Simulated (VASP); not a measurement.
# SnO2 (Pnnm) in VASP: further runs

The runs below take SnO2 through single point, with LDA.

Everything below comes from runs of VASP 6.6.1. Logs are shortened: lines on timing, memory, paths and dates and some standing lists are left out, and cuts for length are marked.

## 1. The cell of the first run

The typed cell holds 6 atoms: a = 4.491 Å, b = 4.491 Å, c = 3.034 Å, α = 90.00°, β = 90.00°, γ = 90.00°.

## 2. Single point, LDA (atoms shifted along a free coordinate)

Input file INCAR:

```
SYSTEM = SnO2
PREC = Accurate ; ENCUT = 520
EDIFF = 1E-6 ; ISMEAR = 0
SIGMA = 0.05 ; LREAL = .FALSE.
LASPH = .TRUE. ; NELM = 60
ALGO = Normal ; ISIF = 2
LWAVE = .FALSE. ; LCHARG = .FALSE.
GGA = CA ; NBANDS = 35
```

Input file KPOINTS:

```
Automatic mesh
0
G
  6 6 8
  0 0 0
```

Input file POSCAR:

```
SnO2
1.0
    4.4907696718      0.0000000000      0.0000000000
    0.0000000000      4.4913213421      0.0000000000
    0.0000000000      0.0000000000      3.0339885145
Sn O
2 4
Direct
    0.5000000000      0.5000000000      0.5000000000
    0.0000000000      0.0000000000      0.0000000000
    0.3059833077      0.3061758397      0.0000000000
    0.8059833077      0.1938241603      0.5000000000
    0.1940166923      0.8061758397      0.5000000000
    0.6940166923      0.6938241603      0.0000000000
```

Potentials or basis: VASP PAW LDA potentials, release 64 (Sn_d, O).

Command:

```bash
$ cat potpaw_LDA.64/Sn_d/POTCAR potpaw_LDA.64/O/POTCAR > POTCAR
$ mpirun -np 1 vasp_std > vasp.out
```

OUTCAR:

```text
SYSTEM = SnO2
   PREC = Accurate
   ENCUT = 520
   EDIFF = 1E-6
   ISMEAR = 0
   LREAL = .FALSE.
   LASPH = .TRUE.
   NELM = 60
   ISIF = 2
   GGA = CA

 ion  position               nearest neighbor table
   1  0.500  0.500  0.500-   5 1.94   4 1.94   6 1.95   6 1.95   3 1.95   3 1.95   2 3.52   2 3.52
                             2 3.52   2 3.52   2 3.52   2 3.52   2 3.52   2 3.52
   2  0.000  0.000  0.000-   3 1.94   6 1.94   4 1.95   4 1.95   5 1.95   5 1.95   1 3.52   1 3.52
                             1 3.52   1 3.52   1 3.52   1 3.52   1 3.52   1 3.52
   3  0.306  0.306  0.000-   2 1.94   1 1.95   1 1.95
   4  0.806  0.194  0.500-   1 1.94   2 1.95   2 1.95
   5  0.194  0.806  0.500-   1 1.94   2 1.95   2 1.95
   6  0.694  0.694  0.000-   2 1.94   1 1.95   1 1.95

  LATTYP: Found a simple orthorhombic cell.
 ALAT       =     3.0339885145
 B/A-ratio  =     1.4801538141
 C/A-ratio  =     1.4803356442

  Lattice vectors:

 A1 = (   0.0000000000,   0.0000000000,   3.0339885145)
 A2 = (   4.4907696718,   0.0000000000,   0.0000000000)
 A3 = (   0.0000000000,   4.4913213421,   0.0000000000)

Analysis of symmetry for initial positions (statically):
=====================================================================
 Subroutine PRICEL returns:
 Original cell was already a primitive cell.

 Routine SETGRP: Setting up the symmetry group for a
 simple orthorhombic supercell.

 Subroutine GETGRP returns: Found  8 space group operations
 (whereof  4 operations were pure point group operations)
 out of a pool of  8 trial point group operations.

The static configuration has the point symmetry C_2h.
 The point group associated with its full space group is D_2h.

Analysis of symmetry for dynamics (positions and initial velocities):
=====================================================================
 Subroutine PRICEL returns:
 Original cell was already a primitive cell.

 Routine SETGRP: Setting up the symmetry group for a
 simple orthorhombic supercell.

 Subroutine GETGRP returns: Found  8 space group operations
 (whereof  4 operations were pure point group operations)
 out of a pool of  8 trial point group operations.

The dynamic configuration has the point symmetry C_2h.
 The point group associated with its full space group is D_2h.

 Subroutine INISYM returns: Found  8 space group operations
 (whereof  4 operations are pure point group operations),
 and found     1 'primitive' translations

----------------------------------------------------------------------------------------

                                     Primitive cell

  volume of cell :      61.1940

  direct lattice vectors                    reciprocal lattice vectors
     4.490769672  0.000000000  0.000000000     0.222678978  0.000000000  0.000000000
     0.000000000  4.491321342  0.000000000     0.000000000  0.222651626  0.000000000
     0.000000000  0.000000000  3.033988514     0.000000000  0.000000000  0.329599138

  length of vectors
     4.490769672  4.491321342  3.033988514     0.222678978  0.222651626  0.329599138

  position of ions in fractional coordinates (direct lattice)
     0.500000000  0.500000000  0.500000000
     0.000000000  0.000000000  0.000000000
     0.305983308  0.306175840  0.000000000
     0.805983308  0.193824160  0.500000000
     0.194016692  0.806175840  0.500000000
     0.694016692  0.693824160  0.000000000

  ion indices of the primitive-cell ions
   primitive index   ion index
                 1           1
                 2           2
                 3           3
                 4           4
                 5           5
                 6           6

----------------------------------------------------------------------------------------

 KPOINTS: Automatic mesh

Automatic generation of k-mesh.
 Grid dimensions read from file:
 generate k-points for:    6    6    8

 Generating k-lattice:

  Cartesian coordinates                     Fractional coordinates (reciprocal lattice)
     0.037113163  0.000000000  0.000000000     0.166666667  0.000000000  0.000000000
     0.000000000  0.037108604  0.000000000     0.000000000  0.166666667  0.000000000
     0.000000000  0.000000000  0.041199892     0.000000000  0.000000000  0.125000000

  Length of vectors
     0.037113163  0.037108604  0.041199892

  Shift w.r.t. Gamma in fractional coordinates (k-lattice)
     0.000000000  0.000000000  0.000000000

 Subroutine IBZKPT returns following result:
 ===========================================

 Found     80 irreducible k-points:

 Following reciprocal coordinates:
            Coordinates               Weight
  0.000000  0.000000  0.000000      1.000000
  0.166667  0.000000  0.000000      2.000000
  0.333333  0.000000  0.000000      2.000000
  0.500000  0.000000  0.000000      1.000000
  0.000000  0.166667  0.000000      2.000000
  0.166667  0.166667  0.000000      4.000000
[... 16 lines left out ...]
  0.333333  0.166667  0.125000      8.000000
  0.500000  0.166667  0.125000      4.000000
 [... further k-points ...]
   k-points           NKPTS =     80   k-points in BZ     NKDIM =     80   number of bands    NBANDS=     35
   number of dos      NEDOS =    301   number of ions     NIONS =      6
   total plane-waves  NPLWV =  31104
   dimension x,y,z NGX =    36 NGY =   36 NGZ =   24
   dimension x,y,z NGXF=    72 NGYF=   72 NGZF=   48
   ions per type =               2   4
   NGX,Y,Z   is equivalent  to a cutoff of  13.33, 13.33, 13.15 a.u.
   NGXF,Y,Z  is equivalent  to a cutoff of  26.65, 26.65, 26.30 a.u.
 SYSTEM =  SnO2
   PREC   = accura    normal or accurate (medium, high low for compatibility)
   ISTART =      0    job   : 0-new  1-cont  2-samecut
   ICHARG =      2    charge: 1-file 2-atom 10-const
   ISPIN  =      1    spin polarized calculation?
   LNONCOLLINEAR =      F non collinear calculations
   LSORBIT =      F    spin-orbit coupling
   LASPH  =      T    aspherical Exc in radial PAW
   ENCUT  =  520.0 eV  38.22 Ry    6.18 a.u.   8.35  8.35  5.64*2*pi/ulx,y,z
   NELM   =     60;   NELMIN=  2; NELMDL= -5     # of ELM steps
   EDIFF  = 0.1E-05   stopping-criterion for ELM
   LREAL  =      F    real-space projection
   EDIFFG = 0.1E-04   stopping-criterion for IOM
   NSW    =      0    number of steps for IOM
   IBRION =     -1    ionic relax: 0-MD 1-quasi-New 2-CG
   NFREE  =      0    steps in history (QN), initial steepest desc. (CG)
   ISIF   =      2    stress and relaxation
   ISYM   =      2    0-nonsym 1-usesym 2-fastsym
   POTIM  = 0.5000    time-step for ionic-motion
   TEBEG  =    0.0;   TEEND  =   0.0 temperature during run
   PSTRESS=    0.0 pullay stress
   NELECT =      52.0000    total number of electrons
   NUPDOWN=      -1.0000    fix difference up-down
   EMIN   =  10.00;   EMAX   =-10.00  energy-range for DOS
   EFERMI =   0.00;   METHOD = LEGACY
   ISMEAR =     0;   SIGMA  =   0.05  broadening in eV -4-tet -1-fermi 0-gaus
   EFERMI_NEDOS =   21; number of points for ismear=-14 and -15
   IALGO  =     38    algorithm
   IMIX   =      4    mixing-type and parameters
     AMIX     =   0.40;   BMIX     =  1.00
     AMIX_MAG =   1.60;   BMIX_MAG =  1.00
  volume/ion in A,a.u.               =      10.20        68.83
  Fermi-wavevector in a.u.,A,eV,Ry     =   1.550623  2.930253 32.714296  2.404433
  Thomas-Fermi vector in A             =   2.655260
   LORBIT       =      0    0 simple, 1 ext, 2 COOP (PROOUT), +10 PAW based schemes
   GGA     = CA    functional components
   LHFCALC =     F    Hartree Fock is set to
   AEXX    =    0.0000 exact exchange contribution
   IVDW    =     0    specifies the selected vdW correction
   LEPSILON=     F    determine dielectric tensor
   LRPA    =     F    only Hartree local field effects (RPA)
 non-spin polarized calculation
 Gauss-broadening in eV      SIGMA  =   0.05
  energy-cutoff  :      520.00
  volume of cell :       61.19
 maximum number of plane-waves:      1671
 NGX is ok and might be reduce to    36
   NGX = 17   NGY = 17   NGZ = 11

 number of electron      52.0000015 magnetization

 Free energy of the ion-electron system (eV)
  ---------------------------------------------------
  ext. energy  EPLUGINS =         0.00000000
  ---------------------------------------------------
  free energy    TOTEN  =       -40.91903613 eV

  energy without entropy =      -40.91903613  energy(sigma->0) =      -40.91903613

 E-fermi :   8.1579     XC(G=0): -12.6424

 val. band max:        7.8523567533   @ k =   0.0000   0.0000   0.0000
 cond. band min:      10.9972233389   @ k =   0.0000   0.0000   0.0000
 fundamental gap:      3.1448665856
 Fermi energy:         8.1578956858

 k-point     1 :       0.0000    0.0000    0.0000
  band No.  band energies     occupation
      1     -13.5697      2.00000
      2     -12.7317      2.00000
      3     -11.8927      2.00000
      4     -11.8097      2.00000
      5     -11.7898      2.00000
      6     -11.7898      2.00000
[... 27 lines left out ...]
     34      21.7386      0.00000
     35      21.7656      0.00000

 k-point     2 :       0.1667    0.0000    0.0000
  band No.  band energies     occupation
      1     -13.5124      2.00000
      2     -12.7134      2.00000
      3     -11.9897      2.00000
      4     -11.8185      2.00000
      5     -11.7860      2.00000
      6     -11.7857      2.00000
[... 27 lines left out ...]
     34      21.5645      0.00000
     35      21.5902      0.00000

 k-point     3 :       0.3333    0.0000    0.0000
  band No.  band energies     occupation
      1     -13.3448      2.00000
      2     -12.8132      2.00000
      3     -12.0417      2.00000
      4     -11.8522      2.00000
      5     -11.7779      2.00000
      6     -11.7773      2.00000
[... 27 lines left out ...]
     34      21.0547      0.00000
     35      21.3093      0.00000
[... 723 lines left out ...]
 k-point    23 :       0.3333    0.1667    0.1250
  band No.  band energies     occupation
      1     -13.2571      2.00000
      2     -12.7923      2.00000
      3     -12.2647      2.00000
      4     -12.1238      2.00000
      5     -11.7375      2.00000
      6     -11.6697      2.00000
[... 27 lines left out ...]
     34      20.9842      0.00000
     35      21.2105      0.00000

 k-point    24 :       0.5000    0.1667    0.1250
  band No.  band energies     occupation
      1     -13.0570      2.00000
      2     -13.0570      2.00000
      3     -12.1804      2.00000
      4     -12.1804      2.00000
      5     -11.6977      2.00000
      6     -11.6977      2.00000
[... 27 lines left out ...]
     34      20.6545      0.00000
     35      21.8532      0.00000

 [... further k-points ...]

------------------------ aborting loop because EDIFF is reached ----------------------------------------

  FORCE on cell =-STRESS in cart. coord.  units (eV):
  Direction    XX          YY          ZZ          XY          YZ          ZX
  --------------------------------------------------------------------------------------
  -------------------------------------------------------------------------------------
  Total       16.7725147     16.7719406     21.8762978      0.0000000      0.0000000      0.0000000
  in kB      439.1368896    439.1218596    572.7638056      0.0000000      0.0000000      0.0000000
  external PRESSURE =     483.6741849 kB  Pullay stress =       0.0000000 kB

 VOLUME and BASIS-vectors are now :
 -----------------------------------------------------------------------------
  energy-cutoff  :      520.00
  volume of cell :       61.19
      direct lattice vectors                 reciprocal lattice vectors
     4.490769672  0.000000000  0.000000000     0.222678978  0.000000000  0.000000000
     0.000000000  4.491321342  0.000000000     0.000000000  0.222651626  0.000000000
     0.000000000  0.000000000  3.033988514     0.000000000  0.000000000  0.329599138

 POSITION                                       TOTAL-FORCE (eV/Angst)
 -----------------------------------------------------------------------------------
      2.24538      2.24566      1.51699        -0.000000      0.000000      0.000000
      0.00000      0.00000      0.00000        -0.000000      0.000000      0.000000
      1.37410      1.37513      0.00000        -0.467301     -0.465475      0.000000
      3.61949      0.87053      1.51699        -0.467301      0.465475      0.000000
      0.87128      3.62079      1.51699         0.467301     -0.465475     -0.000000
      3.11667      3.11619      0.00000         0.467301      0.465475     -0.000000
 -----------------------------------------------------------------------------------
    total drift:                                0.000000     -0.000000      0.000000

  FREE ENERGIE OF THE ION-ELECTRON SYSTEM (eV)
  ---------------------------------------------------
  free  energy   TOTEN  =       -40.9190361257 eV

  energy  without entropy=      -40.9190361257  energy(sigma->0) =      -40.91903613
```

Wall time 50 s (1 thread of Intel Xeon 6975P-C (Granite Rapids), shared host); peak memory 0.24 GiB.

What came out:

```
Free energy            : -40.9190 eV
Pressure               : 48.4 GPa
Largest force          : 0.660 eV/Å
Band gap on the k mesh : 3.14 eV
```

Forces in eV/Å, atoms in the order of the input:
```
Sn   0.000  0.000  0.000
Sn   0.000  0.000  0.000
O   -0.467 -0.465  0.000
O   -0.467  0.465  0.000
O    0.467 -0.465  0.000
O    0.467  0.465  0.000
```

Stress tensor (GPa, compression positive):
```
43.91  0.00  0.00
 0.00 43.91  0.00
 0.00  0.00 57.28
```

Caveat: the cell differs from its parent crystal (atoms shifted along a free coordinate); the cell stands under pressure; spin-orbit coupling is left out, which moves the levels of the heavy elements.

## 3. Single point, LDA (atoms shifted along a free coordinate)

Input file INCAR:

```
SYSTEM = SnO2
PREC     = Accurate       ! precision mode
ENCUT    = 520            ! plane-wave cutoff, eV
EDIFF    = 1E-6           ! SCF threshold, eV
ISMEAR   = 0              ! smearing method
SIGMA    = 0.05           ! smearing width, eV
LREAL    = .FALSE.        ! projectors in reciprocal space
LASPH    = .TRUE.         ! aspherical terms in the spheres
NELM     = 100            ! most SCF steps
ALGO     = Normal         ! electronic algorithm
ISIF     = 2              ! what is computed and relaxed
LWAVE    = .FALSE.        ! write WAVECAR
LCHARG   = .FALSE.        ! write CHGCAR
GGA      = CA             ! functional
NBANDS   = 35             ! bands
```

KPOINTS is that of step 2.

Input file POSCAR:

```
SnO2
1.0
    4.4907696718      0.0000000000      0.0000000000
    0.0000000000      4.4913213421      0.0000000000
    0.0000000000      0.0000000000      3.0339885145
Sn O
2 4
Direct
    0.5000000000      0.5000000000      0.5000000000
    0.0000000000      0.0000000000      0.0000000000
    0.3059833077      0.3321134587      0.0000000000
    0.8059833077      0.1678865413      0.5000000000
    0.1940166923      0.8321134587      0.5000000000
    0.6940166923      0.6678865413      0.0000000000
```

Potentials or basis: VASP PAW LDA potentials, release 64 (Sn_d, O).

Command:

```bash
$ cat potpaw_LDA.64/Sn_d/POTCAR potpaw_LDA.64/O/POTCAR > POTCAR
$ mpirun -np 1 vasp_std > vasp.out
```

Run time: 57 s. Hardware: 1 thread of Intel Xeon 6975P-C (Granite Rapids), shared host; peak memory 0.24 GiB.

It converged, with:

```
Free energy            : -40.2044 eV
Pressure               : 55.0 GPa
Largest force          : 3.931 eV/Å
Band gap on the k mesh : 3.34 eV
```

Forces on the atoms (eV/Å):
```
Sn   0.000  0.000  0.000
Sn   0.000  0.000  0.000
O   -2.962 -2.586  0.000
O   -2.962  2.586  0.000
O    2.962 -2.586  0.000
O    2.962  2.586  0.000
```

Stress tensor (GPa, compression positive):
```
46.75  0.00  0.00
 0.00 41.62  0.00
 0.00  0.00 76.66
```

Levels at points of the mesh, in eV from the valence-band top:
```csv
k point,band 22,band 23,band 24,band 25,band 26,band 27,band 28,band 29,band 30,band 31
"(0.00, 0.00, 0.00)",-0.93,-0.82,-0.81,-0.80,0.00,3.34,6.95,7.17,7.27,11.69
"(0.50, 0.00, 0.00)",-1.64,-0.89,-0.89,-0.67,-0.67,6.08,6.08,7.30,7.30,12.07
"(0.00, 0.50, 0.00)",-1.99,-0.89,-0.89,-0.81,-0.81,6.22,6.22,7.89,7.89,12.11
"(0.50, 0.50, 0.00)",-1.81,-0.98,-0.98,-0.96,-0.96,6.30,6.30,8.30,8.30,12.07
"(0.00, 0.00, 0.50)",-2.23,-2.04,-2.04,-1.45,-1.45,8.45,8.45,10.38,10.38,11.29
"(0.50, 0.00, 0.50)",-2.10,-1.31,-1.31,-0.29,-0.29,8.84,8.84,9.09,9.09,11.44
"(0.00, 0.50, 0.50)",-1.72,-1.45,-1.45,-0.21,-0.21,8.77,8.77,8.93,8.93,11.97
"(0.50, 0.50, 0.50)",-2.10,-1.29,-1.29,-0.98,-0.98,7.31,7.31,9.05,9.05,12.00
```

Caveat: the cell differs from its parent crystal (atoms shifted along a free coordinate); the cell stands under pressure; spin-orbit coupling is left out, which moves the levels of the heavy elements; forces of over 1 eV/Å act on the atoms, so gaps and moduli don't describe the material at rest.

## 4. Single point, LDA (atoms shifted along a free coordinate)

Input file INCAR:

```
ALGO = Normal
EDIFF = 1E-7
ENCUT = 520
GGA = CA
ISIF = 2
ISMEAR = 0
LASPH = T
LCHARG = F
LREAL = F
LWAVE = F
NBANDS = 35
NELM = 100
PREC = Accurate
SIGMA = 0.05
```

Input file KPOINTS:

```
k-points
0
Gamma
  6 6 8
```

Input file POSCAR:

```
SnO2
1.0
    4.4907696718      0.0000000000      0.0000000000
    0.0000000000      4.4913213421      0.0000000000
    0.0000000000      0.0000000000      3.0339885145
Sn O
2 4
Direct
    0.5000000000      0.5000000000      0.5000000000
    0.0000000000      0.0000000000      0.0000000000
    0.3059833077      0.2802382207      0.0000000000
    0.8059833077      0.2197617793      0.5000000000
    0.1940166923      0.7802382207      0.5000000000
    0.6940166923      0.7197617793      0.0000000000
```

Command:

```bash
$ cat potpaw_LDA.64/Sn_d/POTCAR potpaw_LDA.64/O/POTCAR > POTCAR
$ mpirun -np 1 vasp_std > vasp.out
```

Wall time 60 s (1 thread of Intel Xeon 6975P-C (Granite Rapids), shared host); peak memory 0.24 GiB.

It converged, with:

| Quantity | Value |
| --- | --- |
| Free energy | -40.6340 eV |
| Pressure | 47.0 GPa |
| Largest force | 2.515 eV/Å |
| Band gap on the k mesh | 2.93 eV |

Forces on the atoms (eV/Å):
```
Sn   0.000  0.000  0.000
Sn   0.000  0.000  0.000
O    1.869  1.683  0.000
O    1.869 -1.683  0.000
O   -1.869  1.683  0.000
O   -1.869 -1.683  0.000
```

Stress tensor (GPa, compression positive):
```
51.87  0.00  0.00
 0.00 46.15  0.00
 0.00  0.00 43.02
```

Levels at points of the mesh, in eV from the valence-band top:
```tsv
k point	band 22	band 23	band 24	band 25	band 26	band 27	band 28	band 29	band 30	band 31
(0.00, 0.00, 0.00)	-1.23	-1.15	-0.99	-0.91	0.00	2.93	6.77	6.79	7.79	10.48
(0.50, 0.00, 0.00)	-2.62	-1.19	-1.19	-0.68	-0.68	6.17	6.17	8.28	8.28	12.20
(0.00, 0.50, 0.00)	-2.26	-1.19	-1.19	-0.57	-0.57	6.04	6.04	7.71	7.71	12.73
(0.50, 0.50, 0.00)	-2.80	-1.32	-1.32	-1.03	-1.03	6.92	6.92	8.61	8.61	12.55
(0.00, 0.00, 0.50)	-3.17	-2.18	-2.18	-1.44	-1.44	7.77	7.77	10.57	10.57	11.59
(0.50, 0.00, 0.50)	-1.87	-1.52	-1.52	-0.43	-0.43	8.09	8.09	8.96	8.96	12.31
(0.00, 0.50, 0.50)	-2.16	-1.29	-1.29	-0.64	-0.64	8.20	8.20	9.05	9.05	11.77
(0.50, 0.50, 0.50)	-1.89	-0.99	-0.99	-0.96	-0.96	5.63	5.63	9.65	9.65	12.25
```

Caveat: the cell differs from its parent crystal (atoms shifted along a free coordinate); the cell stands under pressure; spin-orbit coupling is left out, which moves the levels of the heavy elements; forces of over 1 eV/Å act on the atoms, so gaps and moduli don't describe the material at rest.

(Part 1 of 2 ends here.)
